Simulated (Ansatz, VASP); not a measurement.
# SnSe2 in VASP and in Ansatz

```
Sn Se
1.0
     4.02315    0.00000    0.00000
    -2.01157    3.48415    0.00000
     0.00000    0.00000    5.50684
Sn Se
1 2
Direct
  0.00000 0.00000 0.00000
  0.33333 0.66667 0.25000
  0.66667 0.33333 0.75000
```

Alike in both runs: task single point; functional PBE; dispersion D3(BJ); k mesh 9 × 9 × 6; occupations gaussian, width 0.05 eV; no spin polarisation.

|  | VASP | Ansatz |
| --- | --- | --- |
| version | VASP 6.6.1 | Ansatz 0.2.0 |
| potentials or method | VASP PAW PBE potentials, release 64 (Sn_d, Se), cutoff 520 eV | scalar-relativistic, plane waves, PAW |
| valence electrons in the cell | 26 | 46 |

|  | VASP | Ansatz | Ansatz less VASP |
| --- | --- | --- | --- |
| gap on the k mesh at the Fermi level (eV) | 0.12 | 0.12 | -0.001 |
| least direct gap on the mesh (eV) | 0.47 | 0.48 | +0.007 |
| pressure (GPa) | 2.3 | 2.2 | -0.07 |
| traceless stress, the component that is largest in VASP (GPa) | 4.19 | 4.21 | +0.030 |
| rms of the force components (eV/Å) | 0.602 | 0.596 | -0.0054 |

Atom by atom the forces differ by 0.005 eV/Å (rms over components). VASP's potentials hold 26 valence electrons a cell and Ansatz's 46, so a difference there can come from the potentials and not from the codes.
